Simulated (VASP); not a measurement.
Input of a VASP 6.6.1 run:

INCAR

```
SYSTEM = Si4N
ALGO = Normal
EDIFF = 1E-7
ENCUT = 520
GGA = PE
ISIF = 2
ISMEAR = 0
LASPH = .TRUE.
LCHARG = .FALSE.
LREAL = .FALSE.
LWAVE = .FALSE.
NBANDS = 18
NELM = 80
PREC = Accurate
SIGMA = 0.1
```

The input KPOINTS:

```
k-points
0
G
  6 6 6
  0 0 0
```

The input POSCAR:

```
Si4N
1.0
   -1.7036446900      2.8168838900      3.2543486900
    1.7036446900     -2.8168838900      3.2543486900
    1.7036446900      2.8168838900     -3.2543486900
Si N
4 1
Direct
    0.1508000000      0.3441000100      0.8067000000
    0.8492000000      0.6558999900      0.1933000000
    0.4625999900      0.6558999900      0.8067000000
    0.5374000100      0.3441000100      0.1933000000
    0.0000000000      0.0000000000      0.0000000000
```

Potentials or basis: VASP PAW PBE potentials, release 64 (Si, N).

Command:

```sh
$ cat potpaw_PBE.64/Si/POTCAR potpaw_PBE.64/N/POTCAR > POTCAR
$ mpirun -np 1 vasp_std > vasp.out
```

Problem. Estimate the pressure.

Solution. 46.9 GPa.

Problem. What does it give for the largest force?

Solution. 4.254 eV/Å.

Forces in eV/Å, atoms in the order of the input:
```
Si   0.000 -1.643 -3.924
Si   0.000  1.643  3.924
Si   0.000 -1.643  3.924
Si   0.000  1.643 -3.924
N    0.000  0.000  0.000
```

Caveat: forces of over 1 eV/Å act on the atoms, so gaps and moduli don't describe the material at rest.
